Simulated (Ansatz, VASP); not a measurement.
## SiHg2 in VASP and in Ansatz

```xyz
3
Lattice="0.0000 3.1650 3.1650 3.1650 0.0000 3.1650 3.1650 3.1650 0.0000" Properties=species:S:1:pos:R:3 pbc="T T T"
Si    0.0000    0.0000    0.0000
Hg    1.5825    1.5825    1.5825
Hg    4.7475    4.7475    4.7475
```

Alike in both runs: task relaxation of cell and atoms; functional PBE; k mesh 9 × 9 × 9; occupations fermi-dirac, width 0.03 eV; no spin polarisation.

|  | VASP | Ansatz |
| --- | --- | --- |
| version | VASP 6.6.1 | Ansatz 0.2.0 |
| potentials or method | VASP PAW PBE potentials, release 64 (Si, Hg) | PAW with Ansatz's default frozen-core files, scalar-relativistic |
| plane-wave cutoff (eV) | 600 | 420 |
| valence electrons in the cell | 28 | 44 |

VASP gave:

```
relaxed volume (Å³/atom)                                        : 23.84
relaxed length of the cell vector where the two differ most in proportion (Å) : 4.659
```

Task: What did Ansatz give for the same quantities?

Result: Relaxed volume (Å³/atom): 23.74; relaxed length of the cell vector where the two differ most in proportion (Å): 4.653.

VASP's potentials hold 28 valence electrons a cell and Ansatz's 44, so a difference there can come from the potentials and not from the codes.

Spin-orbit coupling is off throughout.
